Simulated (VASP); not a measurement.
# BaTiO3: single point with PBE

Crystal: BaTiO3.

```
Ba Ti O
1.0
     7.99960    0.00000    0.00000
     0.00000    3.99980    0.00000
     0.00000    0.00000    4.01800
Ba Ti O
2 2 6
Direct
  0.00013 0.00673 0.99536
  0.49886 0.00153 0.99971
  0.25197 0.49574 0.47035
  0.75032 0.49535 0.49720
  0.25105 0.50144 0.03401
  0.25031 0.98059 0.54095
  0.99713 0.47952 0.51612
  0.74930 0.50491 0.05341
  0.74918 0.97798 0.52182
  0.50256 0.49530 0.52583
```

- Program: VASP 6.6.1
- Task: single point
- Functional: PBE
- Potentials or basis: VASP PAW PBE potentials, release 64 (Ba_sv, Ti_sv, O)
- Cutoff: 520 eV
- k mesh: 1 × 2 × 2
- Occupations: gaussian, width 0.01 eV
- Spin: no spin polarisation

```json
{
  "Pressure": "9.3 GPa",
  "Largest force": "1.798 eV/Å",
  "Band gap on the k mesh": "1.76 eV"
}
```

Forces in eV/Å, atoms in the order of the input:
```
Ba  -0.235 -0.345  0.114
Ba   0.358 -0.172  0.022
Ti   0.027  0.694  0.052
Ti   0.173  0.765 -1.618
O   -0.054 -0.283 -0.159
O   -0.047  0.131 -0.084
O    0.589 -0.126  0.747
O   -0.032 -0.409 -0.582
O   -0.021  0.301  0.959
O   -0.759 -0.557  0.549
```

Stress tensor (GPa, compression positive):
```
 6.59 -0.04 -0.04
-0.04  6.18 -0.02
-0.04 -0.02 14.98
```

Levels at points of the mesh, in eV from the valence-band top:
```tsv
k point	band 36	band 37	band 38	band 39	band 40	band 41	band 42	band 43	band 44	band 45
(0.00, 0.00, 0.00)	-1.25	-1.10	-0.58	-0.46	-0.45	1.76	2.31	2.34	2.69	3.44
(0.00, 0.50, 0.00)	-1.41	-1.18	-1.11	-1.06	-0.08	2.40	3.35	3.45	3.61	3.67
(0.00, 0.00, 0.50)	-0.93	-0.91	-0.72	-0.71	-0.31	1.91	3.48	3.70	3.71	3.79
(0.00, 0.50, 0.50)	-0.90	-0.47	-0.23	-0.13	0.00	3.41	3.70	3.85	4.12	4.21
```

Run time: 41 s on 1 thread of Intel Xeon 8259CL, with other jobs on the host, peak memory 0.23 GiB.

Caveat: the k points lie up to 0.79 Å⁻¹ apart; spin-orbit coupling is left out, which moves the levels of the heavy elements; forces of over 1 eV/Å act on the atoms, so gaps and moduli don't describe the material at rest. A k mesh can miss the band edges.
